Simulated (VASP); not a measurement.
Set up this calculation in VASP 6.6.1, as the native input.

```yaml
Task: single point
Functional: PBEsol
Potentials_or_basis: VASP PAW PBE potentials, release 64 (Co, Pt, O)
Cutoff: 520 eV
k_mesh: 12 × 12 × 2
Occupations: gaussian, width 0.1 eV
Spin: no spin polarisation
Dipole_correction: no
Further_INCAR_settings: ALGO = Normal; EDIFF = 1e-06; NBANDS = 58
```

The structure of CoPtO2 lies in POSCAR:

```
CoPtO2
1.0
    2.6415721354      0.0000000000      0.0000000000
   -1.3207860677      2.2876685752      0.0000000000
    0.0000000000      0.0000000000     18.3336978086
Co Pt O
3 3 6
Direct
    0.6666666667      0.3333333333      0.8333333333
    0.3333333333      0.6666666667      0.1666666667
    0.0000000000      0.0000000000      0.5000000000
    0.0000000000      0.0000000000      0.0000000000
    0.6666666667      0.3333333333      0.3333333333
    0.3333333333      0.6666666667      0.6666666667
    0.0000000000      0.0000000000      0.8895632044
    0.3333333333      0.6666666667      0.7771034622
    0.6666666667      0.3333333333      0.2228965378
    0.0000000000      0.0000000000      0.1104367956
    0.3333333333      0.6666666667      0.5562298711
    0.6666666667      0.3333333333      0.4437701289
```

This cell differs from its parent crystal: biaxial strain in the a-b plane: -6.0 %.

The input as run:

INCAR

```
SYSTEM = CoPtO2
PREC     = Accurate       ! precision mode
ENCUT    = 520            ! plane-wave cutoff, eV
EDIFF    = 1E-6           ! SCF threshold, eV
ISMEAR   = 0              ! smearing method
SIGMA    = 0.1            ! smearing width, eV
LREAL    = .FALSE.        ! projectors in reciprocal space
LASPH    = .TRUE.         ! aspherical terms in the spheres
NELM     = 80             ! most SCF steps
ALGO     = Normal         ! electronic algorithm
ISIF     = 2              ! what is computed and relaxed
LWAVE    = .FALSE.        ! write WAVECAR
LCHARG   = .FALSE.        ! write CHGCAR
GGA      = PS             ! functional
NBANDS   = 58             ! bands
```

KPOINTS

```
regular mesh
0
G
  12 12 2
  0 0 0
```

Potentials or basis: VASP PAW PBE potentials, release 64 (Co, Pt, O).

Launch:

```console
$ cat potpaw_PBE.64/Co/POTCAR potpaw_PBE.64/Pt/POTCAR potpaw_PBE.64/O/POTCAR > POTCAR
$ mpirun -np 1 vasp_std > vasp.out
```

Results of the run:

```
Pressure               : 25.7 GPa
Largest force          : 0.521 eV/Å
Band gap on the k mesh : zero (an odd number of electrons rules out a gap without spin polarisation)
```

Caveat: the cell differs from its parent crystal (biaxial strain in the a-b plane: -6.0 %); the stress differs along the axes, from 1 to 38 GPa; the PAW data sets were made with another functional, which shifts forces and pressure a little; spin-orbit coupling is left out, which moves the levels of the heavy elements; an odd number of electrons without spin polarisation forces a metal; a magnetic or distorted state may lie lower; the run has no spin polarisation, though such a crystal can be magnetic; semilocal functionals often make such compounds metallic where correlation or magnetic order opens a gap, which also shifts bond lengths.

It took 6.5 min on 1 thread of Intel(R) Xeon(R) Platinum 8375C CPU @ 2.90GHz (Ice Lake) (shared host), peak memory 0.35 GiB.
